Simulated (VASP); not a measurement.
Wanted: the native input for a VASP 6.6.1 run.

| Quantity | Value |
| --- | --- |
| Task | single point |
| Functional | PBE-based screened hybrid |
| Potentials or basis | VASP PAW PBE potentials, release 64 (Be, S) |
| Cutoff | 520 eV |
| k mesh | 4 × 4 × 4 |
| Occupations | gaussian, width 0.01 eV |
| Spin | no spin polarisation |
| Dipole correction | no |
| Grid for exact exchange (PRECFOCK) | Normal |
| Share of exact exchange | 0.75 |
| Further INCAR settings | ALGO = Normal; EDIFF = 1e-07; NBANDS = 11 |
| Screening parameter | 0.1 1/Å |

The system is BeS.

```xyz
2
Lattice="0.0000 2.3173 2.3173 2.3173 0.0000 2.3173 2.3173 2.3173 0.0000" Properties=species:S:1:pos:R:3 pbc="T T T"
Be    0.0000    0.0000    0.0000
S     2.3173    2.3173    2.3173
```

These files were run (other wordings do the same):

POSCAR

```
BeS
1.0
    0.0000000000      2.3172971951      2.3172971951
    2.3172971951      0.0000000000      2.3172971951
    2.3172971951      2.3172971951      0.0000000000
Be S
1 1
Direct
    0.0000000000      0.0000000000      0.0000000000
    0.5000000000      0.5000000000      0.5000000000
```

INCAR.step1

```
ALGO     = Normal         # electronic algorithm
EDIFF    = 1E-5           # SCF threshold, eV
ENCUT    = 520            # plane-wave cutoff, eV
GGA      = PE             # functional
ISIF     = 2              # what is computed and relaxed
ISMEAR   = 0              # smearing method
LASPH    = True           # aspherical terms in the spheres
LREAL    = False          # projectors in reciprocal space
LWAVE    = True           # write WAVECAR
NBANDS   = 11             # bands
NELM     = 60             # most SCF steps
PREC     = Accurate       # precision mode
SIGMA    = 0.01           # smearing width, eV
```

INCAR.step2

```
AEXX     = 0.75           # exact-exchange fraction
ALGO     = Normal         # electronic algorithm
EDIFF    = 1E-7           # SCF threshold, eV
ENCUT    = 520            # plane-wave cutoff, eV
GGA      = PE             # functional
HFSCREEN = 0.1            # screening, 1/A
ISIF     = 2              # what is computed and relaxed
ISMEAR   = 0              # smearing method
ISTART   = 1            
LASPH    = True           # aspherical terms in the spheres
LCHARG   = True           # write CHGCAR
LELF     = True           # ELF
LHFCALC  = True           # exact exchange
LREAL    = False          # projectors in reciprocal space
LVHAR    = True         
LWAVE    = False          # write WAVECAR
NBANDS   = 11             # bands
NELM     = 60             # most SCF steps
PREC     = Accurate       # precision mode
PRECFOCK = Normal       
SIGMA    = 0.01           # smearing width, eV
```

KPOINTS

```
k-points
0
Gamma
  4 4 4
```

Potentials or basis: VASP PAW PBE potentials, release 64 (Be, S).

Launch:

```bash
$ cat potpaw_PBE.64/Be/POTCAR potpaw_PBE.64/S/POTCAR > POTCAR
$ cp INCAR.step1 INCAR
$ mpirun -np 1 vasp_std > vasp.out
$ cp INCAR.step2 INCAR
$ mpirun -np 1 vasp_std > vasp.out
```

It gave:

The pressure is -4.7 GPa and the band gap on the k mesh is 5.03 eV, indirect (least direct gap 8.71 eV).

Caveat: the k points lie up to 0.59 Å⁻¹ apart; the PAW data sets were made with another functional, which shifts forces and pressure a little.

It took 68 s on 1 thread of Intel(R) Xeon(R) Platinum 8488C (Sapphire Rapids) (shared host), peak memory 0.23 GiB.
